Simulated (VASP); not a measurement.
SnSe, 2 atoms in the cell. Symmetry: I4/mmm, No. 139, tetragonal system. Conventional cell: a = 4.470 Å, b = 4.470 Å, c = 5.719 Å, α = 90.00°, β = 90.00°, γ = 90.00°. Within 3.8 Å of Sn (site symmetry 4/mmm) lie 6 Se at 2.86 to 3.16 Å. Se (site symmetry 4/mmm) has 6 Sn at 2.86 to 3.16 Å within 3.8 Å.  This cell differs from its parent crystal: strain +0.050 along x and y, -0.050 along z.

```yaml
Program: VASP 6.6.1
Task: single point
Functional: LDA
Potentials_or_basis: VASP PAW LDA potentials, release 64 (Sn_d, Se)
Cutoff: 520 eV
k_mesh: 8 × 8 × 8
Occupations: gaussian, width 0.05 eV
Spin: no spin polarisation
Dipole_correction: no
Further_INCAR_settings: ALGO = Normal; EDIFF = 1e-06; NBANDS = 17
```

Potentials or basis: VASP PAW LDA potentials, release 64 (Sn_d, Se).

Command:

```bash
$ cat potpaw_LDA.64/Sn_d/POTCAR potpaw_LDA.64/Se/POTCAR > POTCAR
$ mpirun -np 1 vasp_std > vasp.out
```

Hardware: 1 thread of AMD EPYC 7R13, on a shared host.

Question: Estimate the wall time of this run.

Answer: It took 88 s on 1 thread of AMD EPYC 7R13 (shared host), peak memory 0.17 GiB. Counts: scf iterations 11, k points 59.
